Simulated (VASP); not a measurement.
YPt2:

```
Y Pt
1.0
     0.00000    3.79500    3.79500
     3.79500    0.00000    3.79500
     3.79500    3.79500    0.00000
Y Pt
2 4
Direct
  0.00000 0.00000 0.00000
  0.25000 0.25000 0.25000
  0.62500 0.62500 0.62500
  0.12500 0.62500 0.62500
  0.62500 0.62500 0.12500
  0.62500 0.12500 0.62500
```

```yaml
Program: VASP 6.6.1
Task: relaxation of cell and atoms
Functional: LDA
Potentials_or_basis: VASP PAW LDA potentials, release 64 (Y_sv, Pt)
Cutoff: 600 eV
k_mesh: 6 × 6 × 6
Occupations: methfessel-paxton, width 0.1 eV
Spin: no spin polarisation
```

At the start: pressure -3.3 GPa; volume 18.22 Å³/atom.

Question: How do energy, volume and symmetry change on relaxing?

Answer: Over 3 steps the energy falls by 3.3 meV/atom and the volume is 17.91 Å³/atom (-1.7 %); space group Fd-3m (No. 227, to 0.1 Å) before and after.

The path:
```
step  energy change (eV)  largest force (eV/Å)  pressure (GPa)  volume (Å³)
   1              0.0000                0.0000           -3.30       109.31
   2              0.0760                0.0000            8.08       103.48
   3             -0.0198                0.0000           -0.05       107.44
```

Final structure:
```
Y Pt
1.0
     0.00000    3.77327    3.77327
     3.77327    0.00000    3.77327
     3.77327    3.77327    0.00000
Y Pt
2 4
Direct
  0.00000 0.00000 0.00000
  0.25000 0.25000 0.25000
  0.62500 0.62500 0.62500
  0.12500 0.62500 0.62500
  0.62500 0.62500 0.12500
  0.62500 0.12500 0.62500
```
